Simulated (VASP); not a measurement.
The system is BP4.

```xyz
5
Lattice="3.9938 0.0000 0.0000 0.0000 3.9938 0.0000 0.0000 0.0000 6.6592" Properties=species:S:1:pos:R:3 pbc="T T T"
B     1.9969    1.9969    0.0000
P     1.9969    0.0000    0.0000
P     0.0000    1.9969    0.0000
P     0.0000    0.0000    2.1325
P     0.0000    0.0000    4.5268
```

The cell was built from a structure type or drawn by symmetry, and may not be a known phase.

```yaml
Program: VASP 6.6.1
Task: relaxation of cell and atoms
Functional: PBE
Potentials_or_basis: VASP PAW PBE potentials, release 64 (B, P)
Cutoff: 600 eV
k_mesh: 4 × 4 × 4
Occupations: gaussian, width 0.1 eV
Spin: no spin polarisation
```

At the start: pressure -7.3 GPa; volume 21.24 Å³/atom.

**Question.** Where does the relaxation end?

**Answer.** Over 20 steps the energy falls by 554.7 meV/atom and the volume is 17.42 Å³/atom (-18.0 %); space group P4/mmm (No. 123, to 0.1 Å) before and after.

Step by step:
```csv
step,energy change (eV),largest force (eV/Å),pressure (GPa),volume (Å³)
1,0.0000,0.5015,-7.30,106.22
2,-1.0651,1.2141,0.31,91.59
3,-1.0885,1.7630,1.85,89.87
4,-1.6119,2.0466,-0.81,89.40
5,-2.4174,1.4826,-3.04,87.92
6,-0.3977,6.3188,8.03,82.25
7,-2.3023,1.8312,-2.96,87.52
8,-1.9880,0.8935,-1.62,85.27
9,-2.3154,1.3336,-3.22,87.00
10,-2.3958,0.3605,1.95,82.30
11,-2.4383,0.0250,-0.74,84.16
12,-2.6501,0.7280,2.38,82.67
13,-2.6727,0.6605,3.54,82.11
14,-2.7459,0.4046,1.09,85.73
15,-2.7466,0.4022,0.90,86.12
16,-2.7692,0.1447,-0.69,87.63
17,-2.7697,0.1812,-0.50,87.45
18,-2.7727,0.0238,0.18,86.94
19,-2.7727,0.0216,0.19,86.93
20,-2.7735,0.0229,0.18,87.11
```

Final structure:
```
B P
1.0
     4.09569    0.00000    0.00000
     0.00000    4.09569    0.00000
     0.00000    0.00000    5.19296
B P
1 4
Direct
  0.50000 0.50000 0.00000
  0.50000 0.00000 0.00000
  0.00000 0.50000 0.00000
  0.00000 0.00000 0.24884
  0.00000 0.00000 0.75116
```

Caveat: the k points lie up to 0.38 Å⁻¹ apart in the final cell, too coarse for converged energies and pressures of a metal; the volume moved by over 15 % at a fixed basis, so the end points are rough.
